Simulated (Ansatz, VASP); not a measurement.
**H2O in VASP and in Ansatz**

```xyz
3
Lattice="14.0000 0.0000 0.0000 0.0000 14.5000 0.0000 0.0000 0.0000 15.0000" Properties=species:S:1:pos:R:3 pbc="T T T"
O     7.0220    7.5602    7.5045
H     6.2383    6.9895    7.4875
H     7.7657    6.9383    7.5126
```

Alike in both runs: functional PBE; dispersion D3(BJ); k mesh 1 × 1 × 1; occupations gaussian, width 0.005 eV; no spin polarisation.

Ansatz relaxed the structure, and its values are those at the end. VASP's run is a single point on that final structure, the one shown.

|  | VASP | Ansatz |
| --- | --- | --- |
| version | VASP 6.6.1 | Ansatz 0.2.0 |
| potentials or method | VASP PAW PBE potentials, release 64 (O, H), cutoff 520 eV | scalar-relativistic, plane waves, PAW |
| valence electrons in the cell | 8 | 8 |

|  | VASP | Ansatz | Ansatz less VASP |
| --- | --- | --- | --- |
| gap on the k mesh at the Fermi level (eV) | 6.23 | 6.24 | +0.011 |
| rms of the force components (eV/Å) | 0.069 | 0.001 | -0.0675 |
